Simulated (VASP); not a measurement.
# ZnSe (I-4m2) in VASP: single point with LDA

Aim: the single point of ZnSe with LDA.

All numbers are computed with VASP 6.6.1; they aren't measurements. Logs are shortened: lines on timing, memory, paths and dates and some standing lists are left out, and cuts for length are marked.

### 1 The cell of the first run

The structure is tetragonal, space group I-4m2 (No. 119). Conventional cell: a = 3.882 Å, b = 3.882 Å, c = 5.720 Å, α = 90.00°, β = 90.00°, γ = 90.00°. Zn (site symmetry -4m2) has 4 Se at 2.41 Å within 3.2 Å. Within 3.2 Å of Se (site symmetry -4m2) lie 4 Zn at 2.41 Å.

### 2 Single point, LDA

INCAR reads:

```
SYSTEM = ZnSe
PREC = Accurate
ENCUT = 520
EDIFF = 1E-7
ISMEAR = 0
SIGMA = 0.05
LREAL = .FALSE.
LASPH = .TRUE.
NELM = 80
ALGO = Normal
ISIF = 2
LWAVE = .FALSE.
LCHARG = .FALSE.
NBANDS = 16
```

KPOINTS reads:

```
regular mesh
0
G
  8 8 8
  0 0 0
```

POSCAR reads:

```
ZnSe
1.0
    0.0000000000      2.8601589268      2.7453350283
    2.7453350283      0.0000000000      2.7453350283
    2.7453350283      2.8601589268      0.0000000000
Zn Se
1 1
Direct
    0.0000000000      0.0000000000      0.0000000000
    0.7500000000      0.7500000000      0.7500000000
```

Potentials or basis: VASP PAW LDA potentials, release 64 (Zn, Se).

The run is started by

```console
> cat potpaw_LDA.64/Zn/POTCAR potpaw_LDA.64/Se/POTCAR > POTCAR
> mpirun -np 1 vasp_std > vasp.out
```

OUTCAR:

```text
SYSTEM = ZnSe
   PREC = Accurate
   ENCUT = 520
   EDIFF = 1E-7
   ISMEAR = 0
   LREAL = .FALSE.
   LASPH = .TRUE.
   NELM = 80
   ISIF = 2

 ion  position               nearest neighbor table
   1  0.000  0.000  0.000-   2 2.41   2 2.41   2 2.41   2 2.41
   2  0.750  0.750  0.750-   1 2.41   1 2.41   1 2.41   1 2.41

  LATTYP: Found a body centered tetragonal cell.
 ALAT       =     3.8824900303
 C/A-ratio  =     1.4733631790

  Lattice vectors:

 A1 = (   0.0000000000,  -2.8601589268,   2.7453350283)
 A2 = (   0.0000000000,  -2.8601589268,  -2.7453350283)
 A3 = (   2.7453350283,   2.8601589268,   0.0000000000)

Analysis of symmetry for initial positions (statically):
=====================================================================
 Subroutine PRICEL returns:
 Original cell was already a primitive cell.

 Routine SETGRP: Setting up the symmetry group for a
 body centered tetragonal supercell.

 Subroutine GETGRP returns: Found  8 space group operations
 (whereof  8 operations were pure point group operations)
 out of a pool of 16 trial point group operations.

The static configuration has the point symmetry D_2d.

Analysis of symmetry for dynamics (positions and initial velocities):
=====================================================================
 Subroutine PRICEL returns:
 Original cell was already a primitive cell.

 Routine SETGRP: Setting up the symmetry group for a
 body centered tetragonal supercell.

 Subroutine GETGRP returns: Found  8 space group operations
 (whereof  8 operations were pure point group operations)
 out of a pool of 16 trial point group operations.

The dynamic configuration has the point symmetry D_2d.

 Subroutine INISYM returns: Found  8 space group operations
 (whereof  8 operations are pure point group operations),
 and found     1 'primitive' translations

----------------------------------------------------------------------------------------

                                     Primitive cell

  volume of cell :      43.1133

  direct lattice vectors                    reciprocal lattice vectors
     0.000000000  2.860158927  2.745335028    -0.182127134  0.174815461  0.182127134
     2.745335028  0.000000000  2.745335028     0.182127134 -0.174815461  0.182127134
     2.745335028  2.860158927  0.000000000     0.182127134  0.174815461 -0.182127134

  length of vectors
     3.964514284  3.882490030  3.964514284     0.311289304  0.311289304  0.311289304

  position of ions in fractional coordinates (direct lattice)
     0.000000000  0.000000000  0.000000000
     0.750000000  0.750000000  0.750000000

  ion indices of the primitive-cell ions
   primitive index   ion index
                 1           1
                 2           2

----------------------------------------------------------------------------------------

 KPOINTS: regular mesh

Automatic generation of k-mesh.
 Grid dimensions read from file:
 generate k-points for:    8    8    8

 Generating k-lattice:

  Cartesian coordinates                     Fractional coordinates (reciprocal lattice)
    -0.022765892  0.021851933  0.022765892     0.125000000  0.000000000 -0.000000000
     0.022765892 -0.021851933  0.022765892     0.000000000  0.125000000  0.000000000
     0.022765892  0.021851933 -0.022765892    -0.000000000  0.000000000  0.125000000

  Length of vectors
     0.038911163  0.038911163  0.038911163

  Shift w.r.t. Gamma in fractional coordinates (k-lattice)
     0.000000000  0.000000000  0.000000000

 Subroutine IBZKPT returns following result:
 ===========================================

 Found     59 irreducible k-points:

 Following reciprocal coordinates:
            Coordinates               Weight
  0.000000  0.000000  0.000000      1.000000
  0.125000  0.000000  0.000000      8.000000
  0.250000  0.000000  0.000000      8.000000
  0.375000  0.000000  0.000000      8.000000
  0.500000  0.000000  0.000000      4.000000
  0.125000  0.125000  0.000000      4.000000
[... 16 lines left out ...]
  0.250000  0.000000  0.125000      8.000000
  0.375000  0.000000  0.125000      8.000000
 [... further k-points ...]
   k-points           NKPTS =     59   k-points in BZ     NKDIM =     59   number of bands    NBANDS=     16
   number of dos      NEDOS =    301   number of ions     NIONS =      2
   total plane-waves  NPLWV =  27000
   dimension x,y,z NGX =    30 NGY =   30 NGZ =   30
   dimension x,y,z NGXF=    60 NGYF=   60 NGZF=   60
   ions per type =               1   1
   NGX,Y,Z   is equivalent  to a cutoff of  12.58, 12.85, 12.58 a.u.
   NGXF,Y,Z  is equivalent  to a cutoff of  25.16, 25.69, 25.16 a.u.
 SYSTEM =  ZnSe
   PREC   = accura    normal or accurate (medium, high low for compatibility)
   ISTART =      0    job   : 0-new  1-cont  2-samecut
   ICHARG =      2    charge: 1-file 2-atom 10-const
   ISPIN  =      1    spin polarized calculation?
   LNONCOLLINEAR =      F non collinear calculations
   LSORBIT =      F    spin-orbit coupling
   LASPH  =      T    aspherical Exc in radial PAW
   ENCUT  =  520.0 eV  38.22 Ry    6.18 a.u.   7.37  7.22  7.37*2*pi/ulx,y,z
   NELM   =     80;   NELMIN=  2; NELMDL= -5     # of ELM steps
   EDIFF  = 0.1E-06   stopping-criterion for ELM
   LREAL  =      F    real-space projection
   EDIFFG = 0.1E-05   stopping-criterion for IOM
   NSW    =      0    number of steps for IOM
   IBRION =     -1    ionic relax: 0-MD 1-quasi-New 2-CG
   NFREE  =      0    steps in history (QN), initial steepest desc. (CG)
   ISIF   =      2    stress and relaxation
   ISYM   =      2    0-nonsym 1-usesym 2-fastsym
   POTIM  = 0.5000    time-step for ionic-motion
   TEBEG  =    0.0;   TEEND  =   0.0 temperature during run
   PSTRESS=    0.0 pullay stress
   NELECT =      18.0000    total number of electrons
   NUPDOWN=      -1.0000    fix difference up-down
   EMIN   =  10.00;   EMAX   =-10.00  energy-range for DOS
   EFERMI =   0.00;   METHOD = LEGACY
   ISMEAR =     0;   SIGMA  =   0.05  broadening in eV -4-tet -1-fermi 0-gaus
   EFERMI_NEDOS =   21; number of points for ismear=-14 and -15
   IALGO  =     38    algorithm
   IMIX   =      4    mixing-type and parameters
     AMIX     =   0.40;   BMIX     =  1.00
     AMIX_MAG =   1.60;   BMIX_MAG =  1.00
  volume/ion in A,a.u.               =      21.56       145.47
  Fermi-wavevector in a.u.,A,eV,Ry     =   1.223570  2.312211 20.369592  1.497123
  Thomas-Fermi vector in A             =   2.358676
   LORBIT       =      0    0 simple, 1 ext, 2 COOP (PROOUT), +10 PAW based schemes
   GGA     = CA    functional components
   LHFCALC =     F    Hartree Fock is set to
   AEXX    =    0.0000 exact exchange contribution
   IVDW    =     0    specifies the selected vdW correction
   LEPSILON=     F    determine dielectric tensor
   LRPA    =     F    only Hartree local field effects (RPA)
 non-spin polarized calculation
 Gauss-broadening in eV      SIGMA  =   0.05
  energy-cutoff  :      520.00
  volume of cell :       43.11
 maximum number of plane-waves:      1180
 NGX is ok and might be reduce to    30
   NGX = 15   NGY = 15   NGZ = 15

 number of electron      17.9999983 magnetization

 Free energy of the ion-electron system (eV)
  ---------------------------------------------------
  ext. energy  EPLUGINS =         0.00000000
  ---------------------------------------------------
  free energy    TOTEN  =        -7.36558216 eV

  energy without entropy =       -7.36558216  energy(sigma->0) =       -7.36558216

 E-fermi :   2.2947     XC(G=0):  -9.9425

 val. band max:        2.0539653641   @ k =   0.0000   0.0000   0.0000
 cond. band min:       3.2833978341   @ k =   0.0000   0.0000   0.0000
 fundamental gap:      1.2294324700
 Fermi energy:         2.2947093716

 k-point     1 :       0.0000    0.0000    0.0000
  band No.  band energies     occupation
      1     -11.6500      2.00000
      2      -4.9016      2.00000
      3      -4.8817      2.00000
      4      -4.8817      2.00000
      5      -4.4870      2.00000
      6      -4.4756      2.00000
[... 8 lines left out ...]
     15      13.1546      0.00000
     16      13.9841      0.00000

 k-point     2 :       0.1250    0.0000    0.0000
  band No.  band energies     occupation
      1     -11.5377      2.00000
      2      -4.8913      2.00000
      3      -4.8715      2.00000
      4      -4.8635      2.00000
      5      -4.4875      2.00000
      6      -4.4784      2.00000
[... 8 lines left out ...]
     15      12.8010      0.00000
     16      12.9830      0.00000

 k-point     3 :       0.2500    0.0000    0.0000
  band No.  band energies     occupation
      1     -11.2442      2.00000
      2      -4.8499      2.00000
      3      -4.8274      2.00000
      4      -4.8232      2.00000
      5      -4.4821      2.00000
      6      -4.4803      2.00000
[... 8 lines left out ...]
     15      12.5588      0.00000
     16      12.7515      0.00000

 k-point     4 :       0.3750    0.0000    0.0000
  band No.  band energies     occupation
      1     -10.9108      2.00000
      2      -4.8156      2.00000
      3      -4.7902      2.00000
      4      -4.6323      2.00000
      5      -4.4726      2.00000
      6      -4.4640      2.00000
[... 8 lines left out ...]
     15      13.5710      0.00000
     16      13.7637      0.00000
[... 324 lines left out ...]
 k-point    22 :       0.1250    0.0000    0.1250
  band No.  band energies     occupation
      1     -11.5074      2.00000
      2      -4.9130      2.00000
      3      -4.8482      2.00000
      4      -4.8482      2.00000
      5      -4.5012      2.00000
      6      -4.4688      2.00000
[... 8 lines left out ...]
     15      13.1187      0.00000
     16      14.1947      0.00000

 k-point    23 :       0.2500    0.0000    0.1250
  band No.  band energies     occupation
      1     -11.2790      2.00000
      2      -4.8972      2.00000
      3      -4.8075      2.00000
      4      -4.8063      2.00000
      5      -4.5074      2.00000
      6      -4.4641      2.00000
[... 8 lines left out ...]
     15      13.8164      0.00000
     16      14.1147      0.00000

 k-point    24 :       0.3750    0.0000    0.1250
  band No.  band energies     occupation
      1     -10.9545      2.00000
      2      -4.8321      2.00000
      3      -4.7682      2.00000
      4      -4.7057      2.00000
      5      -4.4866      2.00000
      6      -4.4601      2.00000
[... 8 lines left out ...]
     15      13.6933      0.00000
     16      14.3698      0.00000

 [... further k-points ...]
[... 5 lines left out ...]
  --------------------------------------------------------------------------------------
  -------------------------------------------------------------------------------------
  Total        0.2562833     -0.2011091      0.2562833      0.0000000      0.0000000      0.0000000
  in kB        9.5240147     -7.4736266      9.5240147      0.0000000      0.0000000      0.0000000
  external PRESSURE =       3.8581343 kB  Pullay stress =       0.0000000 kB

 VOLUME and BASIS-vectors are now :
 -----------------------------------------------------------------------------
  energy-cutoff  :      520.00
  volume of cell :       43.11
      direct lattice vectors                 reciprocal lattice vectors
     0.000000000  2.860158927  2.745335028    -0.182127134  0.174815461  0.182127134
     2.745335028  0.000000000  2.745335028     0.182127134 -0.174815461  0.182127134
     2.745335028  2.860158927  0.000000000     0.182127134  0.174815461 -0.182127134

 POSITION                                       TOTAL-FORCE (eV/Angst)
 -----------------------------------------------------------------------------------
      0.00000      0.00000      0.00000        -0.000000      0.000000      0.000000
      4.11800      4.29024      4.11800         0.000000     -0.000000     -0.000000
 -----------------------------------------------------------------------------------
    total drift:                               -0.000000      0.000001     -0.000000

  FREE ENERGIE OF THE ION-ELECTRON SYSTEM (eV)
  ---------------------------------------------------
  free  energy   TOTEN  =        -7.3655821580 eV

  energy  without entropy=       -7.3655821580  energy(sigma->0) =       -7.36558216
```

Wall time 40 s (1 thread of Intel Xeon 6975P-C (Granite Rapids), shared host); peak memory 0.17 GiB.

What came out:

```
Free energy            : -7.3656 eV
Pressure               : 0.4 GPa
Band gap on the k mesh : 1.23 eV
```

Levels at points of the mesh, in eV from the valence-band top:
| k point | band 7 | band 8 | band 9 | band 10 | band 11 | band 12 |
| --- | --- | --- | --- | --- | --- | --- |
| (0.00, 0.00, 0.00) | -0.17 | 0.00 | 0.00 | 1.23 | 5.63 | 5.63 |
| (0.50, 0.00, 0.00) | -5.70 | -1.14 | -0.88 | 2.39 | 6.08 | 6.40 |
| (0.50, 0.50, 0.00) | -5.04 | -2.57 | -2.49 | 2.56 | 3.13 | 10.98 |
| (0.50, 0.00, 0.50) | -5.29 | -2.30 | -2.30 | 2.77 | 3.53 | 10.60 |

Caveat: the cell differs from its parent crystal (strain +e along x and -e along y +0.0000, strain +e along z and -e/2 along x and y +0.0275).
